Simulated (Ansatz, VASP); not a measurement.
## Two plane-wave programs on NaCl

The input INCAR:

```
PREC     = Accurate       # precision mode
ENCUT    = 500            # plane-wave cutoff, eV
EDIFF    = 1E-6           # SCF threshold, eV
ISMEAR   = -1             # smearing method
SIGMA    = 0.02           # smearing width, eV
LREAL    = F              # projectors in reciprocal space
LASPH    = T              # aspherical terms in the spheres
NELM     = 120            # most SCF steps
ALGO     = Normal         # electronic algorithm
ISIF     = 2              # what is computed and relaxed
LWAVE    = F              # write WAVECAR
LCHARG   = T              # write CHGCAR
GGA      = PS             # functional
LELF     = T              # ELF
LVHAR    = T            
NBANDS   = 14             # bands
GGA_COMPAT= F
```

The input KPOINTS:

```
regular mesh
0
Gamma
  6 6 6
```

Contents of POSCAR:

```
NaCl
1.0
    3.6009517580      0.0000000000      0.0000000000
    0.0000000000      3.6009517580      0.0000000000
    0.0000000000      0.0000000000      3.5484189080
Na Cl
1 1
Direct
    0.0000000000      0.0000000000      0.0285535622
    0.5000000000      0.5000000000      0.4714464378
```

Input for Ansatz:

```yaml
crystal:
  lattice:
    - [3.600951758, 0.0, 0.0]
    - [0.0, 3.600951758, 0.0]
    - [0.0, 0.0, 3.548418908]
  atoms:
    - { symbol: Na, position: [0.0, 0.0, 0.0285535622] }
    - { symbol: Cl, position: [0.5, 0.5, 0.4714464378] }
basis:
  ecutwfc: 420
kpoints:
  mp_grid: { grid: [6, 6, 6] }
hamiltonian:
  xc: pbesol
scf:
  occupations: { method: fermi_dirac, width: 0.025 }
  mixing: { algorithm: anderson, beta: 0.1 }
output:
  forces: true
  eigenvalues: true
  stress: true
```

Alike in both runs: task single point; functional PBEsol; k mesh 6 × 6 × 6; no spin polarisation.

```csv
,VASP,Ansatz
version,VASP 6.6.1,Ansatz 0.2.0
potentials or method,"VASP PAW PBE potentials, release 64 (Na_pv, Cl), cutoff 500 eV","scalar-relativistic, plane waves, PAW"
occupations,"fermi-dirac, width 0.02 eV","fermi-dirac, width 0.025 eV"
valence electrons in the cell,14,16
```

VASP gave:

| Item | Value |
| --- | --- |
| gap on the k mesh at the Fermi level (eV) | 3.59 |
| pressure (GPa) | -2.3 |
| traceless stress, the component that is largest in VASP (GPa) | 0.71 |
| rms of the force components (eV/Å) | 0.009 |

Question: Estimate Ansatz's values.

Answer: gap on the k mesh at the Fermi level (eV): 3.59; pressure (GPa): -2.3; traceless stress, the component that is largest in VASP (GPa): 0.71; rms of the force components (eV/Å): 0.008.

VASP's potentials were made for PBE, not for PBEsol. Atom by atom the forces differ by 0.001 eV/Å (rms over components). VASP's potentials hold 14 valence electrons a cell and Ansatz's 16, so a difference there can come from the potentials and not from the codes.
